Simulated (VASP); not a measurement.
Write the native input for VASP 6.6.1 that does the following.

- Task: single point
- Functional: PBE
- Potentials or basis: VASP PAW PBE potentials, release 64 (K_sv, Zn, F)
- Cutoff: 520 eV
- k mesh: 6 × 6 × 6
- Occupations: fermi-dirac, width 0.02 eV
- Spin: no spin polarisation
- Dipole correction: no
- Further INCAR settings: ALGO = Normal; EDIFF = 1e-06; NBANDS = 29

The structure of KZnF3 lies in POSCAR:

```
KZnF3
1.0
    4.0461677399      0.0000000000      0.0000000000
    0.0000000000      4.0461677399      0.0000000000
    0.0000000000      0.0000000000      3.8438593529
K Zn F
1 1 3
Direct
    0.0000000000      0.0000000000      0.0000000000
    0.5000000000      0.5000000000      0.5000000000
    0.5000000000      0.5000000000      0.0000000000
    0.5000000000      0.0000000000      0.5000000000
    0.0000000000      0.5000000000      0.5000000000
```

This cell differs from its parent crystal: uniaxial z strain -5.0%.

The input as run:

INCAR

```
PREC = Accurate
ENCUT = 520
EDIFF = 1E-6
ISMEAR = -1
SIGMA = 0.02
LREAL = False
LASPH = True
NELM = 100
ALGO = Normal
ISIF = 2
LWAVE = False
LCHARG = False
GGA = PE
NBANDS = 29
```

KPOINTS

```
Automatic mesh
0
Gamma
  6 6 6
```

Potentials or basis: VASP PAW PBE potentials, release 64 (K_sv, Zn, F).

Command:

```sh
$ cat potpaw_PBE.64/K_sv/POTCAR potpaw_PBE.64/Zn/POTCAR potpaw_PBE.64/F/POTCAR > POTCAR
$ mpirun -np 1 vasp_std > vasp.out
```

Results of the run:

The pressure is 11.0 GPa and the band gap on the k mesh is 3.78 eV, indirect (least direct gap 6.10 eV).

Caveat: the cell differs from its parent crystal (uniaxial z strain -5.0%).

Wall time 30 s on 1 thread of Intel(R) Xeon(R) 6975P-C (Granite Rapids) (shared host), peak memory 0.2 GiB.
